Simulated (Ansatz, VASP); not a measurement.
Sb in VASP and in Ansatz

```
CELL_PARAMETERS angstrom
-1.76664 1.82318 1.92076
1.69031 -1.74155 1.76281
1.77825 1.75316 -1.83914
ATOMIC_POSITIONS crystal
Sb 0.00000 0.00000 0.00000
```

Alike in both runs: task single point; functional PBE; k mesh 7 × 8 × 8; no spin polarisation.

|  | VASP | Ansatz |
| --- | --- | --- |
| version | VASP 6.6.1 | Ansatz 0.2.0 |
| potentials or method | VASP PAW PBE potentials, release 64 (Sb), cutoff 520 eV | plane waves, PAW |
| occupations | fermi-dirac, width 0.1 eV | fermi-dirac |
| valence electrons in the cell | 5 | 15 |

|  | VASP | Ansatz | Ansatz less VASP |
| --- | --- | --- | --- |
| pressure (GPa) | 16.0 | 16.1 | +0.05 |
| traceless stress, the component that is largest in VASP (GPa) | -2.97 | -2.96 | +0.015 |

VASP's potentials hold 5 valence electrons a cell and Ansatz's 15, so a difference there can come from the potentials and not from the codes. Ansatz's warnings: stress scf threshold loose.

Spin-orbit coupling is off throughout.
